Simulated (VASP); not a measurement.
CuSi16 (a cell with a defect): single point with r2SCAN+D3(BJ)

System: CuSi16 (a cell with a defect).

```
Si Cu
1.0
     0.00000    5.43000    5.43000
     5.43000    0.00000    5.43000
     5.43000    5.43000    0.00000
Si Cu
16 1
Direct
  0.03023 0.99009 0.98941
  0.13168 0.12679 0.12635
  0.99344 0.00634 0.49864
  0.12773 0.12786 0.61670
  0.99417 0.49929 0.00489
  0.12778 0.61693 0.12744
  0.99319 0.50046 0.49975
  0.10194 0.63335 0.63217
  0.50507 0.01003 0.00731
  0.65887 0.11663 0.11865
  0.50069 0.00416 0.48701
  0.62156 0.13758 0.62372
  0.50066 0.48497 0.00342
  0.62291 0.62390 0.13570
  0.47279 0.50856 0.50553
  0.62107 0.61938 0.61967
  0.49707 0.83436 0.83771
```

* Program: VASP 6.6.1
* Task: single point
* Functional: r2SCAN
* Dispersion: D3(BJ)
* Potentials or basis: VASP PAW PBE potentials, release 64 (Si, Cu)
* Cutoff: 520 eV
* k mesh: 2 × 2 × 2
* Occupations: gaussian, width 0.02 eV
* Spin: no spin polarisation

The largest force is 0.077 eV/Å. The dispersion energy per atom is -0.157 eV.

Forces on the atoms (eV/Å):
```
Si  -0.008  0.005 -0.014
Si   0.002  0.004  0.011
Si   0.009 -0.012  0.005
Si   0.003 -0.003  0.008
Si   0.000  0.013 -0.007
Si   0.006 -0.001 -0.001
Si  -0.011 -0.006 -0.009
Si  -0.013  0.005  0.005
Si   0.015  0.040 -0.023
Si   0.003 -0.014 -0.011
Si  -0.016 -0.006 -0.001
Si  -0.006 -0.010  0.011
Si   0.026  0.037  0.018
Si  -0.005 -0.026 -0.019
Si  -0.022  0.042  0.006
Si  -0.007  0.004  0.004
Cu   0.024 -0.071  0.018
```

Levels at points of the mesh, in eV from the Fermi level:
| k point | band 33 | band 34 | band 35 | band 36 | band 37 | band 38 | band 39 | band 40 | band 41 | band 42 |
| --- | --- | --- | --- | --- | --- | --- | --- | --- | --- | --- |
| (0.00, 0.00, 0.00) | -1.26 | -1.19 | -0.52 | -0.18 | -0.08 | 0.08 | 0.37 | 0.71 | 0.74 | 0.87 |
| (0.50, 0.00, 0.00) | -2.36 | -1.02 | -1.00 | -0.70 | -0.53 | 0.67 | 1.22 | 1.58 | 1.61 | 1.74 |
| (0.00, 0.50, 0.00) | -2.18 | -1.11 | -1.04 | -1.00 | -0.82 | 0.78 | 1.23 | 1.36 | 1.48 | 1.61 |
| (0.00, 0.00, 0.50) | -2.18 | -1.11 | -1.03 | -1.01 | -0.80 | 0.79 | 1.24 | 1.35 | 1.49 | 1.61 |
| (0.50, 0.50, 0.50) | -2.20 | -1.08 | -1.07 | -1.02 | -0.87 | 0.75 | 1.25 | 1.34 | 1.47 | 1.59 |
| (0.50, 0.50, 0.00) | -1.98 | -1.69 | -1.65 | -1.59 | -1.25 | 0.82 | 1.05 | 2.15 | 2.29 | 2.41 |
| (0.00, 0.50, 0.50) | -1.98 | -1.71 | -1.63 | -1.57 | -1.30 | 0.82 | 1.05 | 2.16 | 2.29 | 2.41 |
| (0.50, 0.00, 0.50) | -1.98 | -1.68 | -1.66 | -1.60 | -1.23 | 0.82 | 1.04 | 2.15 | 2.30 | 2.41 |

It took 12 min on 1 thread of AMD EPYC 9R45 96-Core Processor (Zen 5), with other jobs on the host, peak memory 0.54 GiB.

Caveat: the k points lie up to 0.50 Å⁻¹ apart; the cell carries a net charge on a neutralising background, which shifts energy and pressure; the cell is charged against a uniform background, so pressure and absolute levels hang on convention; the PAW data sets were made with another functional, which shifts forces and pressure a little.
